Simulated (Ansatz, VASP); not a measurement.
## MgO in VASP and in Ansatz

The input INCAR:

```
SYSTEM = MgO
PREC = Accurate
ENCUT = 520
EDIFF = 1E-6
ISMEAR = 0
SIGMA = 0.05
LREAL = .FALSE.
LASPH = .TRUE.
NELM = 60
ALGO = Normal
ISIF = 2
LWAVE = .FALSE.
LCHARG = .TRUE.
GGA = PE
LELF = .TRUE.
LVHAR = .TRUE.
NBANDS = 11
```

Contents of KPOINTS:

```
Automatic mesh
0
G
  10 10 10
  0 0 0
```

POSCAR

```
MgO
1.0
    0.0000000000      2.1272186771      2.1272186771
    2.1272186771      0.0000000000      2.1272186771
    2.1272186771      2.1272186771      0.0000000000
Mg O
1 1
Direct
   -0.0199592763      0.0199592763      0.0332654605
    0.5303212832      0.4696787168      0.4494645280
```

Input for Ansatz:

```yaml
crystal:
  lattice:
    - [0.0, 2.1272186771, 2.1272186771]
    - [2.1272186771, 0.0, 2.1272186771]
    - [2.1272186771, 2.1272186771, 0.0]
  atoms:
    - { symbol: Mg, position: [-0.0199592763, 0.0199592763, 0.0332654605] }
    - { symbol: O, position: [0.5303212832, 0.4696787168, 0.449464528] }
basis:
  ecutwfc: 520.0
kpoints:
  mp_grid: { grid: [10, 10, 10] }
hamiltonian:
  xc: pbe
  pseudopotentials: { kind: paw, azcp: { folder: soft_1 } }
scf:
  occupations: { method: gaussian, width: 0.05 }
output:
  forces: true
  stress: true
  eigenvalues: true
```

Change from the starting cell: mode 4 frozen in at -0.172 Å and mode 5 at -0.043 Å (largest displacements).

Alike in both runs: task single point; functional PBE; k mesh 10 × 10 × 10; occupations gaussian, width 0.05 eV; no spin polarisation.

|  | VASP | Ansatz |
| --- | --- | --- |
| version | VASP 6.6.1 | Ansatz 0.2.0 |
| potentials or method | VASP PAW PBE potentials, release 64 (Mg, O), cutoff 520 eV | scalar-relativistic, plane waves, PAW |
| valence electrons in the cell | 8 | 16 |

```tsv
	VASP	Ansatz	Ansatz less VASP
gap on the k mesh at the Fermi level (eV)	4.42	4.44	+0.019
least direct gap on the mesh (eV)	4.42	4.44	+0.019
pressure (GPa)	7.7	8.3	+0.63
traceless stress, the component that is largest in VASP (GPa)	18.54	18.24	-0.306
rms of the force components (eV/Å)	1.292	1.273	-0.0186
```

Atom by atom the forces differ by 0.019 eV/Å (rms over components). VASP's potentials hold 8 valence electrons a cell and Ansatz's 16, so a difference there can come from the potentials and not from the codes.
